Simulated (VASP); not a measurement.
# Ir2Rh (P6_3/mmc) in VASP: a series of runs

Ir2Rh is run at these levels: PBE; tasks: single point.

Program: VASP 6.6.1. These are calculated values, not measurements. Logs are shortened: lines on timing, memory, paths and dates and some standing lists are left out, and cuts for length are marked.

## 1. The cell of the first run

Symmetry: P6_3/mmc, No. 194, hexagonal system. The conventional cell has a = 2.738 Å, b = 2.738 Å, c = 12.935 Å, α = 90.00°, β = 90.00°, γ = 120.00°. Within 3.5 Å of Ir (site symmetry 3m) lie 9 Ir at 2.67 to 2.74 Å and 3 Rh at 2.67 Å. Rh (site symmetry -6m2) has 6 Ir at 2.67 Å and 6 Rh at 2.74 Å within 3.5 Å.

## 2. Single point, PBE

INCAR

```
ALGO     = Normal         # electronic algorithm
EDIFF    = 1E-6           # SCF threshold, eV
ENCUT    = 520            # plane-wave cutoff, eV
GGA      = PE             # functional
ISIF     = 2              # what is computed and relaxed
ISMEAR   = 0              # smearing method
LASPH    = True           # aspherical terms in the spheres
LCHARG   = False          # write CHGCAR
LREAL    = False          # projectors in reciprocal space
LWAVE    = False          # write WAVECAR
NBANDS   = 42             # bands
NELM     = 80             # most SCF steps
PREC     = Accurate       # precision mode
SIGMA    = 0.1            # smearing width, eV
```

KPOINTS

```
k-points
0
Gamma
  6 6 2
```

POSCAR

```
Ir2Rh
1.0
    2.7382129500      0.0000000000      0.0000000000
   -1.3691064800      2.3713619800      0.0000000000
    0.0000000000      0.0000000000     12.9351641900
Ir Rh
4 2
Direct
    0.3333333300      0.6666666700      0.0833333300
    0.3333333300      0.6666666700      0.4166666700
    0.6666666700      0.3333333300      0.5833333300
    0.6666666700      0.3333333300      0.9166666700
    0.3333333300      0.6666666700      0.7500000000
    0.6666666700      0.3333333300      0.2500000000
```

Potentials or basis: VASP PAW PBE potentials, release 64 (Ir, Rh_pv).

Command:

```
$ cat potpaw_PBE.64/Ir/POTCAR potpaw_PBE.64/Rh_pv/POTCAR > POTCAR
$ mpirun -np 1 vasp_std > vasp.out
```

OUTCAR:

```text
EDIFF = 1E-6
   ENCUT = 520
   GGA = PE
   ISIF = 2
   ISMEAR = 0
   LASPH = True
   LREAL = False
   NELM = 80
   PREC = Accurate

 ion  position               nearest neighbor table
   1  0.333  0.667  0.083-   4 2.67   4 2.67   4 2.67   6 2.67   6 2.67   6 2.67
   2  0.333  0.667  0.417-   3 2.67   3 2.67   3 2.67   6 2.67   6 2.67   6 2.67
   3  0.667  0.333  0.583-   2 2.67   2 2.67   2 2.67   5 2.67   5 2.67   5 2.67
   4  0.667  0.333  0.917-   1 2.67   1 2.67   1 2.67   5 2.67   5 2.67   5 2.67
   5  0.333  0.667  0.750-   3 2.67   4 2.67   3 2.67   4 2.67   3 2.67   4 2.67
   6  0.667  0.333  0.250-   1 2.67   2 2.67   1 2.67   2 2.67   1 2.67   2 2.67

  LATTYP: Found a hexagonal cell.
 ALAT       =     2.7382129500
 C/A-ratio  =     4.7239438372

  Lattice vectors:

 A1 = (   2.7382129500,   0.0000000000,   0.0000000000)
 A2 = (  -1.3691064800,   2.3713619800,   0.0000000000)
 A3 = (   0.0000000000,   0.0000000000,  12.9351641900)

Analysis of symmetry for initial positions (statically):
=====================================================================
 Subroutine PRICEL returns:
 Original cell was already a primitive cell.

 Routine SETGRP: Setting up the symmetry group for a
 hexagonal supercell.

 Subroutine GETGRP returns: Found 24 space group operations
 (whereof 12 operations were pure point group operations)
 out of a pool of 24 trial point group operations.

The static configuration has the point symmetry D_3d.
 The point group associated with its full space group is D_6h.

Analysis of symmetry for dynamics (positions and initial velocities):
=====================================================================
 Subroutine PRICEL returns:
 Original cell was already a primitive cell.

 Routine SETGRP: Setting up the symmetry group for a
 hexagonal supercell.

 Subroutine GETGRP returns: Found 24 space group operations
 (whereof 12 operations were pure point group operations)
 out of a pool of 24 trial point group operations.

The dynamic configuration has the point symmetry D_3d.
 The point group associated with its full space group is D_6h.

 Subroutine INISYM returns: Found 24 space group operations
 (whereof 12 operations are pure point group operations),
 and found     1 'primitive' translations

----------------------------------------------------------------------------------------

                                     Primitive cell

  volume of cell :      83.9918

  direct lattice vectors                    reciprocal lattice vectors
     2.738212950  0.000000000  0.000000000     0.365201691  0.210849295  0.000000000
    -1.369106480  2.371361980  0.000000000     0.000000000  0.421698589  0.000000000
     0.000000000  0.000000000 12.935164190     0.000000000  0.000000000  0.077308644

  length of vectors
     2.738212950  2.738212956 12.935164190     0.421698590  0.421698589  0.077308644

  position of ions in fractional coordinates (direct lattice)
     0.333333330  0.666666670  0.083333330
     0.333333330  0.666666670  0.416666670
     0.666666670  0.333333330  0.583333330
     0.666666670  0.333333330  0.916666670
     0.333333330  0.666666670  0.750000000
     0.666666670  0.333333330  0.250000000

  ion indices of the primitive-cell ions
   primitive index   ion index
                 1           1
                 2           2
                 3           3
                 4           4
                 5           5
                 6           6

----------------------------------------------------------------------------------------

 KPOINTS: k-points

Automatic generation of k-mesh.
 Grid dimensions read from file:
 generate k-points for:    6    6    2

 Generating k-lattice:

  Cartesian coordinates                     Fractional coordinates (reciprocal lattice)
     0.060866949  0.035141549  0.000000000     0.166666667 -0.000000000  0.000000000
     0.000000000  0.070283098  0.000000000     0.000000000  0.166666667  0.000000000
     0.000000000  0.000000000  0.038654322     0.000000000  0.000000000  0.500000000

  Length of vectors
     0.070283098  0.070283098  0.038654322

  Shift w.r.t. Gamma in fractional coordinates (k-lattice)
     0.000000000  0.000000000  0.000000000

 Subroutine IBZKPT returns following result:
 ===========================================

 Found     14 irreducible k-points:

 Following reciprocal coordinates:
            Coordinates               Weight
  0.000000  0.000000  0.000000      1.000000
  0.166667 -0.000000  0.000000      6.000000
  0.333333  0.000000  0.000000      6.000000
  0.500000 -0.000000  0.000000      3.000000
  0.166667  0.166667  0.000000      6.000000
  0.333333  0.166667  0.000000     12.000000
  0.333333  0.333333  0.000000      2.000000
  0.000000  0.000000  0.500000      1.000000
  0.166667 -0.000000  0.500000      6.000000
  0.333333  0.000000  0.500000      6.000000
  0.500000 -0.000000  0.500000      3.000000
  0.166667  0.166667  0.500000      6.000000
  0.333333  0.166667  0.500000     12.000000
  0.333333  0.333333  0.500000      2.000000
   k-points           NKPTS =     14   k-points in BZ     NKDIM =     14   number of bands    NBANDS=     42
   number of dos      NEDOS =    301   number of ions     NIONS =      6
   total plane-waves  NPLWV =  38400
   dimension x,y,z NGX =    20 NGY =   20 NGZ =   96
   dimension x,y,z NGXF=    40 NGYF=   40 NGZF=  192
   ions per type =               4   2
   NGX,Y,Z   is equivalent  to a cutoff of  12.14, 12.14, 12.34 a.u.
   NGXF,Y,Z  is equivalent  to a cutoff of  24.29, 24.29, 24.68 a.u.
 SYSTEM =  unknown system
   PREC   = accura    normal or accurate (medium, high low for compatibility)
   ISTART =      0    job   : 0-new  1-cont  2-samecut
   ICHARG =      2    charge: 1-file 2-atom 10-const
   ISPIN  =      1    spin polarized calculation?
   LNONCOLLINEAR =      F non collinear calculations
   LSORBIT =      F    spin-orbit coupling
   LASPH  =      T    aspherical Exc in radial PAW
   ENCUT  =  520.0 eV  38.22 Ry    6.18 a.u.   5.09  5.09 24.05*2*pi/ulx,y,z
   NELM   =     80;   NELMIN=  2; NELMDL= -5     # of ELM steps
   EDIFF  = 0.1E-05   stopping-criterion for ELM
   LREAL  =      F    real-space projection
   EDIFFG = 0.1E-04   stopping-criterion for IOM
   NSW    =      0    number of steps for IOM
   IBRION =     -1    ionic relax: 0-MD 1-quasi-New 2-CG
   NFREE  =      0    steps in history (QN), initial steepest desc. (CG)
   ISIF   =      2    stress and relaxation
   ISYM   =      2    0-nonsym 1-usesym 2-fastsym
   POTIM  = 0.5000    time-step for ionic-motion
   TEBEG  =    0.0;   TEEND  =   0.0 temperature during run
   PSTRESS=    0.0 pullay stress
   NELECT =      66.0000    total number of electrons
   NUPDOWN=      -1.0000    fix difference up-down
   EMIN   =  10.00;   EMAX   =-10.00  energy-range for DOS
   EFERMI =   0.00;   METHOD = LEGACY
   ISMEAR =     0;   SIGMA  =   0.10  broadening in eV -4-tet -1-fermi 0-gaus
   EFERMI_NEDOS =   21; number of points for ismear=-14 and -15
   IALGO  =     38    algorithm
   IMIX   =      4    mixing-type and parameters
     AMIX     =   0.40;   BMIX     =  1.00
     AMIX_MAG =   1.60;   BMIX_MAG =  1.00
  volume/ion in A,a.u.               =      14.00        94.47
  Fermi-wavevector in a.u.,A,eV,Ry     =   1.510696  2.854802 31.051257  2.282203
  Thomas-Fermi vector in A             =   2.620852
   LORBIT       =      0    0 simple, 1 ext, 2 COOP (PROOUT), +10 PAW based schemes
   GGA     = PE    functional components
   LHFCALC =     F    Hartree Fock is set to
   AEXX    =    0.0000 exact exchange contribution
   IVDW    =     0    specifies the selected vdW correction
   LEPSILON=     F    determine dielectric tensor
   LRPA    =     F    only Hartree local field effects (RPA)
 non-spin polarized calculation
 Gauss-broadening in eV      SIGMA  =   0.10
  energy-cutoff  :      520.00
  volume of cell :       83.99
 maximum number of plane-waves:      2274
   NGX = 11   NGY = 11   NGZ = 49

 number of electron      66.0000017 magnetization

 Free energy of the ion-electron system (eV)
  ---------------------------------------------------
  ext. energy  EPLUGINS =         0.00000000
  ---------------------------------------------------
  free energy    TOTEN  =       -49.50284267 eV

  energy without entropy =      -49.45969025  energy(sigma->0) =      -49.48126646

 E-fermi :  10.9709     XC(G=0): -14.0078

 val. band max:       10.9663508715   @ k =   0.3333   0.3333   0.0000
 cond. band min:      10.9807232332   @ k =   0.3333   0.3333   0.5000
 fundamental gap:      0.0143723617
 Fermi energy:        10.9709111538

 k-point     1 :       0.0000    0.0000    0.0000
  band No.  band energies     occupation
      1     -36.0184      2.00000
      2     -36.0182      2.00000
      3     -35.6328      2.00000
      4     -35.6328      2.00000
      5     -35.6328      2.00000
      6     -35.6328      2.00000
[... 34 lines left out ...]
     41      11.2480      0.00009
     42      11.2480      0.00009

 k-point     2 :       0.1667   -0.0000    0.0000
  band No.  band energies     occupation
      1     -36.0025      2.00000
      2     -36.0024      2.00000
      3     -35.7514      2.00000
      4     -35.7514      2.00000
      5     -35.6613      2.00000
      6     -35.6613      2.00000
[... 34 lines left out ...]
     41      12.5525      0.00000
     42      15.1179      0.00000

 k-point     3 :       0.3333    0.0000    0.0000
  band No.  band energies     occupation
      1     -35.9841      2.00000
      2     -35.9841      2.00000
      3     -35.9705      2.00000
      4     -35.9705      2.00000
      5     -35.7179      2.00000
      6     -35.7179      2.00000
[... 447 lines left out ...]
      4     -35.9545      2.00000
      5     -35.8069      2.00000
      6     -35.8069      2.00000
[... 34 lines left out ...]
     41      17.3202      0.00000
     42      17.3202      0.00000

 k-point    14 :       0.3333    0.3333    0.5000
  band No.  band energies     occupation
      1     -35.9613      2.00000
      2     -35.9613      2.00000
      3     -35.9585      2.00000
      4     -35.9585      2.00000
      5     -35.9465      2.00000
      6     -35.9465      2.00000
[... 34 lines left out ...]
     41      17.6996      0.00000
     42      17.6996      0.00000

------------------------ aborting loop because EDIFF is reached ----------------------------------------

  FORCE on cell =-STRESS in cart. coord.  units (eV):
  Direction    XX          YY          ZZ          XY          YZ          ZX
  --------------------------------------------------------------------------------------
  -------------------------------------------------------------------------------------
  Total        4.8439377      4.8439377      6.9580703     -0.0000000      0.0000000      0.0000000
  in kB       92.4000305     92.4000309    132.7279468     -0.0000002      0.0000000      0.0000000
  external PRESSURE =     105.8426694 kB  Pullay stress =       0.0000000 kB

 VOLUME and BASIS-vectors are now :
 -----------------------------------------------------------------------------
  energy-cutoff  :      520.00
  volume of cell :       83.99
      direct lattice vectors                 reciprocal lattice vectors
     2.738212950  0.000000000  0.000000000     0.365201691  0.210849295  0.000000000
    -1.369106480  2.371361980  0.000000000     0.000000000  0.421698589  0.000000000
     0.000000000  0.000000000 12.935164190     0.000000000  0.000000000  0.077308644

 POSITION                                       TOTAL-FORCE (eV/Angst)
 -----------------------------------------------------------------------------------
     -0.00000      1.58091      1.07793        -0.000000     -0.000000     -0.185540
     -0.00000      1.58091      5.38965        -0.000000      0.000000      0.185540
      1.36911      0.79045      7.54551        -0.000000     -0.000000     -0.185540
      1.36911      0.79045     11.85723        -0.000000      0.000000      0.185540
     -0.00000      1.58091      9.70137        -0.000000     -0.000000      0.000000
      1.36911      0.79045      3.23379         0.000000      0.000000      0.000000
 -----------------------------------------------------------------------------------
    total drift:                               -0.000006      0.000003     -0.000001

  FREE ENERGIE OF THE ION-ELECTRON SYSTEM (eV)
  ---------------------------------------------------
  free  energy   TOTEN  =       -49.5028426697 eV

  energy  without entropy=      -49.4596902548  energy(sigma->0) =      -49.48126646
```

Run time: 33 s. Hardware: 1 thread of Intel Xeon 6975P-C (Granite Rapids), shared host; peak memory 0.2 GiB.

What came out:

```yaml
Free_energy: -49.5028 eV
Pressure: 10.6 GPa
Largest_force: 0.186 eV/Å
Band_gap_on_the_k_mesh: zero (band 33 reaches 11.91 eV, above the bottom of band 34 at 9.20 eV)
```

Forces on the atoms (eV/Å):
```
Ir   0.000  0.000 -0.186
Ir   0.000  0.000  0.186
Ir   0.000  0.000 -0.186
Ir   0.000  0.000  0.186
Rh   0.000  0.000  0.000
Rh   0.000  0.000  0.000
```

Caveat: the k points lie up to 0.44 Å⁻¹ apart; spin-orbit coupling is left out, which moves the levels of the heavy elements.

(Continued in part 2 of 2.)
